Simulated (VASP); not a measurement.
# CaB (P1) in VASP: single point with LDA

Aim: the single point of CaB with LDA.

All numbers are computed with VASP 6.6.1; they aren't measurements. Logs are shortened: lines on timing, memory, paths and dates and some standing lists are left out, and cuts for length are marked.

## 1. The cell of the first run

The typed cell holds 8 atoms: a = 3.998 Å, b = 6.370 Å, c = 6.003 Å, α = 89.27°, β = 89.17°, γ = 70.61°.

## 2. Single point, LDA

Input file POSCAR:

```
CaB
1.0
    3.9972685700     -0.0385637800     -0.0288770400
    2.0561649200     -6.0289408500     -0.0403654500
    0.0430810400     -0.0259269300     -6.0030008400
Ca B
4 4
Direct
    0.4492400000      0.1046060000      0.7562000000
    0.5545700000      0.8879810000      0.2544950000
    0.7292370000      0.5484750000      0.7470090000
    0.2886100000      0.4535180000      0.2447330000
    0.0981800000      0.8126970000      0.9372810000
    0.9048260000      0.1960900000      0.4446250000
    0.9025670000      0.1903620000      0.0579700000
    0.0931100000      0.8019260000      0.5582120000
```

Input file INCAR.step1:

```
SYSTEM = CaB
ALGO = Fast
EDIFF = 1E-7
ENCUT = 520
ISIF = 2
ISMEAR = -1
LASPH = .True.
LCHARG = .True.
LREAL = .False.
LWAVE = .False.
NBANDS = 36
NELM = 100
PREC = Accurate
SIGMA = 0.1
```

Input file KPOINTS.step1:

```
Automatic mesh
0
Gamma
  5 3 3
  0 0.5 0
```

Input file INCAR.step2:

```
SYSTEM = CaB
ALGO = Fast
EDIFF = 1E-7
ENCUT = 520
ICHARG = 11
ISIF = 2
ISMEAR = -5
LASPH = .True.
LCHARG = .False.
LORBIT = 10
LREAL = .False.
LWAVE = .False.
NEDOS = 1001
NELM = 100
PREC = Accurate
SIGMA = 0.1
```

Input file KPOINTS.step2:

```
k-points
0
Gamma
  8 5 5
  0 0 0
```

Potentials or basis: VASP PAW LDA potentials, release 64 (Ca_sv, B).

Launch:

```
$ cat potpaw_LDA.64/Ca_sv/POTCAR potpaw_LDA.64/B/POTCAR > POTCAR
$ cp INCAR.step1 INCAR
$ cp KPOINTS.step1 KPOINTS
$ mpirun -np 1 vasp_std > vasp.out
$ cp INCAR.step2 INCAR
$ cp KPOINTS.step2 KPOINTS
$ mpirun -np 1 vasp_std > vasp.out
```

OUTCAR:

```text
SYSTEM = CaB
   EDIFF = 1E-7
   ENCUT = 520
   ICHARG = 11
   ISIF = 2
   ISMEAR = -5
   LASPH = .True.
   LORBIT = 10
   LREAL = .False.
   NELM = 100
   PREC = Accurate

 ion  position               nearest neighbor table
   1  0.449  0.105  0.756-
   2  0.555  0.888  0.254-
   3  0.729  0.548  0.747-
   4  0.289  0.454  0.245-
   5  0.098  0.813  0.937-
   6  0.905  0.196  0.445-
   7  0.903  0.190  0.058-
   8  0.093  0.802  0.558-

  Warning from LATTYP: Got some problem with cell dimensions!
  Tried to take original basis but could not verify dimensions!
  LATTYP: Found a triclinic cell.
 ALAT       =     3.9975588888
 B/A-ratio  =     2.1031970738
 C/A-ratio  =     2.6375337624
 COS(alpha) =     0.0004737128
 COS(beta)  =     0.5879074706
 COS(gamma) =     0.6994400943

  Lattice vectors:

 A1 = (  -3.9972685700,   0.0385637800,   0.0288770400)
 A2 = (  -5.9383722200,  -5.9518132900,   0.0173886300)
 A3 = (  -6.0965145300,   6.0934315600,   6.0722433300)

Analysis of symmetry for initial positions (statically):
=====================================================================
 Subroutine PRICEL returns:
 Original cell was already a primitive cell.

 Routine SETGRP: Setting up the symmetry group for a
 triclinic supercell.

 Subroutine GETGRP returns: Found  1 space group operations
 (whereof  1 operations were pure point group operations)
 out of a pool of  2 trial point group operations.

The static configuration has the point symmetry C_1 .

Analysis of symmetry for dynamics (positions and initial velocities):
=====================================================================
 Subroutine PRICEL returns:
 Original cell was already a primitive cell.

 Routine SETGRP: Setting up the symmetry group for a
 triclinic supercell.

 Subroutine GETGRP returns: Found  1 space group operations
 (whereof  1 operations were pure point group operations)
 out of a pool of  2 trial point group operations.

The dynamic configuration has the point symmetry C_1 .

 Subroutine INISYM returns: Found  1 space group operations
 (whereof  1 operations are pure point group operations),
 and found     1 'primitive' translations

----------------------------------------------------------------------------------------

                                     Primitive cell

  volume of cell :     144.1820

  direct lattice vectors                    reciprocal lattice vectors
     3.997268570 -0.038563780 -0.028877040     0.251006965  0.085596117  0.001431683
     2.056164920 -6.028940850 -0.040365450    -0.001600406 -0.166417165  0.000707269
     0.043081040 -0.025926930 -6.003000840    -0.001196691  0.000707270 -0.166594995

  length of vectors
     3.997558889  6.370052694  6.003211413     0.265204151  0.166426364  0.166600794

  position of ions in fractional coordinates (direct lattice)
     0.449240000  0.104606000  0.756200000
     0.554570000  0.887981000  0.254495000
     0.729237000  0.548475000  0.747009000
     0.288610000  0.453518000  0.244733000
     0.098180000  0.812697000  0.937281000
     0.904826000  0.196090000  0.444625000
     0.902567000  0.190362000  0.057970000
     0.093110000  0.801926000  0.558212000

  ion indices of the primitive-cell ions
   primitive index   ion index
                 1           1
                 2           2
                 3           3
                 4           4
                 5           5
                 6           6
                 7           7
                 8           8

----------------------------------------------------------------------------------------

 KPOINTS: k-points

Automatic generation of k-mesh.
 Grid dimensions read from file:
 generate k-points for:    8    5    5

 Generating k-lattice:

  Cartesian coordinates                     Fractional coordinates (reciprocal lattice)
     0.031375871  0.010699515  0.000178960     0.125000000  0.000000000  0.000000000
    -0.000320081 -0.033283433  0.000141454    -0.000000000  0.200000000  0.000000000
    -0.000239338  0.000141454 -0.033318999     0.000000000  0.000000000  0.200000000

  Length of vectors
     0.033150519  0.033285273  0.033320159

  Shift w.r.t. Gamma in fractional coordinates (k-lattice)
     0.000000000  0.000000000  0.000000000

 TETIRR: Found    598 inequivalent tetrahedra from     1200

 Subroutine IBZKPT returns following result:
 ===========================================

 Found    101 irreducible k-points:

 Following reciprocal coordinates:
            Coordinates               Weight
  0.000000  0.000000  0.000000      1.000000
  0.125000 -0.000000  0.000000      2.000000
  0.250000 -0.000000  0.000000      2.000000
  0.375000 -0.000000 -0.000000      2.000000
  0.500000 -0.000000  0.000000      1.000000
 -0.000000  0.200000 -0.000000      2.000000
[... 16 lines left out ...]
  0.125000 -0.000000  0.200000      2.000000
  0.250000 -0.000000  0.200000      2.000000
 [... further k-points ...]
   k-points           NKPTS =    101   k-points in BZ     NKDIM =    101   number of bands    NBANDS=     31
   number of dos      NEDOS =   1001   number of ions     NIONS =      8
   total plane-waves  NPLWV =  69120
   dimension x,y,z NGX =    30 NGY =   48 NGZ =   48
   dimension x,y,z NGXF=    60 NGYF=   96 NGZF=   96
   ions per type =               4   4
   NGX,Y,Z   is equivalent  to a cutoff of  12.48, 12.53, 13.29 a.u.
   NGXF,Y,Z  is equivalent  to a cutoff of  24.95, 25.05, 26.59 a.u.
 SYSTEM =  CaB
   PREC   = accura    normal or accurate (medium, high low for compatibility)
   ISTART =      0    job   : 0-new  1-cont  2-samecut
   ICHARG =     11    charge: 1-file 2-atom 10-const
   ISPIN  =      1    spin polarized calculation?
   LNONCOLLINEAR =      F non collinear calculations
   LSORBIT =      F    spin-orbit coupling
   LASPH  =      T    aspherical Exc in radial PAW
   ENCUT  =  520.0 eV  38.22 Ry    6.18 a.u.   7.43 11.84 11.16*2*pi/ulx,y,z
   NELM   =    100;   NELMIN=  2; NELMDL=  0     # of ELM steps
   EDIFF  = 0.1E-06   stopping-criterion for ELM
   LREAL  =      F    real-space projection
   EDIFFG = 0.1E-05   stopping-criterion for IOM
   NSW    =      0    number of steps for IOM
   IBRION =     -1    ionic relax: 0-MD 1-quasi-New 2-CG
   NFREE  =      0    steps in history (QN), initial steepest desc. (CG)
   ISIF   =      2    stress and relaxation
   ISYM   =      2    0-nonsym 1-usesym 2-fastsym
   POTIM  = 0.5000    time-step for ionic-motion
   TEBEG  =    0.0;   TEEND  =   0.0 temperature during run
   PSTRESS=    0.0 pullay stress
   NELECT =      52.0000    total number of electrons
   NUPDOWN=      -1.0000    fix difference up-down
   EMIN   =  10.00;   EMAX   =-10.00  energy-range for DOS
   EFERMI =   0.00;   METHOD = LEGACY
   ISMEAR =    -5;   SIGMA  =   0.10  broadening in eV -4-tet -1-fermi 0-gaus
   EFERMI_NEDOS =   21; number of points for ismear=-14 and -15
   IALGO  =     68    algorithm
   IMIX   =      4    mixing-type and parameters
     AMIX     =   0.40;   BMIX     =  1.00
     AMIX_MAG =   1.60;   BMIX_MAG =  1.00
  volume/ion in A,a.u.               =      18.02       121.62
  Fermi-wavevector in a.u.,A,eV,Ry     =   1.165303  2.202104 18.475778  1.357931
  Thomas-Fermi vector in A             =   2.301831
   LORBIT       =     10    0 simple, 1 ext, 2 COOP (PROOUT), +10 PAW based schemes
   GGA     = CA    functional components
   LHFCALC =     F    Hartree Fock is set to
   AEXX    =    0.0000 exact exchange contribution
   IVDW    =     0    specifies the selected vdW correction
   LEPSILON=     F    determine dielectric tensor
   LRPA    =     F    only Hartree local field effects (RPA)
 non-spin polarized calculation
 RMM-DIIS sequential band-by-band and
 Fermi weights with tetrahedron method with Bloechl corrections
  energy-cutoff  :      520.00
  volume of cell :      144.18
 maximum number of plane-waves:      3900
 NGX is ok and might be reduce to    30

 number of electron      52.0000004 magnetization

 Free energy of the ion-electron system (eV)
  ---------------------------------------------------
  ext. energy  EPLUGINS =         0.00000000
  ---------------------------------------------------
  free energy    TOTEN  =       -34.30663550 eV

  energy without entropy =      -34.30663550  energy(sigma->0) =      -34.30663550

 E-fermi :   3.0187     XC(G=0):  -9.9953

 val. band max:        3.0459201569   @ k =   0.0000  -0.4000   0.2000
 cond. band min:       3.0093881925   @ k =   0.5000   0.4000   0.4000
 fundamental gap:     -0.0365319644
 Fermi energy:         3.0186795935

 k-point     1 :       0.0000    0.0000    0.0000
  band No.  band energies     occupation
      1     -36.4639      2.00000
      2     -36.4067      2.00000
      3     -36.3736      2.00000
      4     -36.2981      2.00000
      5     -18.0679      2.00000
      6     -18.0165      2.00000
[... 23 lines left out ...]
     30       5.1717      0.00000
     31       5.8827      0.00000

 k-point     2 :       0.1250   -0.0000    0.0000
  band No.  band energies     occupation
      1     -36.4610      2.00000
      2     -36.4059      2.00000
      3     -36.3745      2.00000
      4     -36.2984      2.00000
      5     -18.0575      2.00000
      6     -18.0070      2.00000
[... 23 lines left out ...]
     30       5.5607      0.00000
     31       5.7267      0.00000

 k-point     3 :       0.2500   -0.0000    0.0000
  band No.  band energies     occupation
      1     -36.4533      2.00000
      2     -36.4044      2.00000
      3     -36.3767      2.00000
      4     -36.2990      2.00000
      5     -18.0351      2.00000
      6     -17.9829      2.00000
[... 703 lines left out ...]
     30       5.4714      0.00000
     31       5.6974      0.00000

 k-point    24 :       0.2500   -0.0000    0.2000
  band No.  band energies     occupation
      1     -36.4518      2.00000
      2     -36.4048      2.00000
      3     -36.3758      2.00000
      4     -36.3010      2.00000
      5     -18.0488      2.00000
      6     -17.9910      2.00000
[... 23 lines left out ...]
     30       5.1737      0.00000
     31       5.7437      0.00000

 [... further k-points ...]
[... 5 lines left out ...]
  --------------------------------------------------------------------------------------
  -------------------------------------------------------------------------------------
  Total       -3.7645302     -4.8047188     -6.5734301      0.7255088     -0.6297828      0.6051403
  in kB      -41.8321584    -53.3909266    -73.0451748      8.0619890     -6.9982628      6.7244308
  external PRESSURE =     -56.0894199 kB  Pullay stress =       0.0000000 kB

 VOLUME and BASIS-vectors are now :
 -----------------------------------------------------------------------------
  energy-cutoff  :      520.00
  volume of cell :      144.18
      direct lattice vectors                 reciprocal lattice vectors
     3.997268570 -0.038563780 -0.028877040     0.251006965  0.085596117  0.001431683
     2.056164920 -6.028940850 -0.040365450    -0.001600406 -0.166417165  0.000707269
     0.043081040 -0.025926930 -6.003000840    -0.001196691  0.000707270 -0.166594995

 POSITION                                       TOTAL-FORCE (eV/Angst)
 -----------------------------------------------------------------------------------
      2.04340     -0.66759     -4.55666         0.039794      0.342667      0.216262
      4.05356     -5.38157     -1.57959         0.018995     -0.586289      0.026090
      4.07489     -3.35421     -4.52749         0.014860     -0.219341     -0.040020
      2.09670     -2.75171     -1.49577        -0.219381      0.406327     -0.127773
      2.10387     -4.92779     -5.66214        -0.079847     -1.317867      1.795103
      4.03918     -1.22864     -2.70313        -0.018933      1.398212      1.886203
      4.00172     -1.18399     -0.38174         0.092588      1.434113     -1.793497
      2.04513     -4.85283     -3.38601         0.151924     -1.457822     -1.962368
 -----------------------------------------------------------------------------------
    total drift:                                0.002639     -0.000593      0.003392

  FREE ENERGIE OF THE ION-ELECTRON SYSTEM (eV)
  ---------------------------------------------------
  free  energy   TOTEN  =       -34.3066355039 eV

  energy  without entropy=      -34.3066355039  energy(sigma->0) =      -34.30663550

 total charge

# of ion       s       p       d       tot
------------------------------------------
    1        2.063   5.857   0.299   8.219
    2        2.063   5.855   0.296   8.214
    3        2.065   5.859   0.286   8.210
    4        2.065   5.858   0.284   8.207
    5        0.703   0.846   0.000   1.549
    6        0.714   0.825   0.000   1.538
    7        0.707   0.841   0.000   1.548
    8        0.710   0.845   0.000   1.556
--------------------------------------------------
tot         11.089  26.786   1.165  39.040
```

Wall time 14 min (1 thread of Intel Xeon Platinum 8488C (Sapphire Rapids), shared host); peak memory 0.44 GiB.

Results:

```yaml
Valence_electrons_inside_the_program's_atomic_spheres: Ca 8.22, 8.21 (each value once); B 1.55, 1.54, 1.56 (each value once)
```

Caveat: tetrahedron occupations give inexact forces and stress in metals.
